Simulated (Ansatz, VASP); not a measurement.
## One calculation of C, two programs

```
C
1.0
     2.45573    0.00000    0.00000
    -1.22786    2.12672    0.00000
     0.00000    0.00000   21.73580
C
12
Direct
  0.00000 0.00000 0.91898
  0.33333 0.66667 0.91898
  0.00000 0.00000 0.74769
  0.33333 0.66667 0.74769
  0.66667 0.33333 0.25231
  0.00000 0.00000 0.25231
  0.66667 0.33333 0.08102
  0.00000 0.00000 0.08102
  0.33333 0.66667 0.58565
  0.66667 0.33333 0.58564
  0.33333 0.66667 0.41436
  0.66667 0.33333 0.41435
```

Alike in both runs: task single point; functional r2SCAN; k mesh 18 × 18 × 2; occupations gaussian, width 0.01 eV; no spin polarisation.

|  | VASP | Ansatz |
| --- | --- | --- |
| version | VASP 6.6.1 | Ansatz 0.2.0 |
| potentials or method | VASP PAW PBE potentials, release 64 (C), cutoff 520 eV | scalar-relativistic, plane waves, PAW |
| valence electrons in the cell | 48 | 48 |

|  | VASP | Ansatz | Ansatz less VASP |
| --- | --- | --- | --- |
| gap on the k mesh at the Fermi level (eV) | 0.19 | 0.19 | 0.000 |
| least direct gap on the mesh (eV) | 0.19 | 0.19 | 0.000 |
| pressure (GPa) | 0.7 | 0.0 | -0.63 |
| traceless stress, the component that is largest in VASP (GPa) | -0.74 | -0.01 | +0.732 |

VASP's potentials were made for PBE, not for r2SCAN. Ansatz's warnings: band edges overlap.
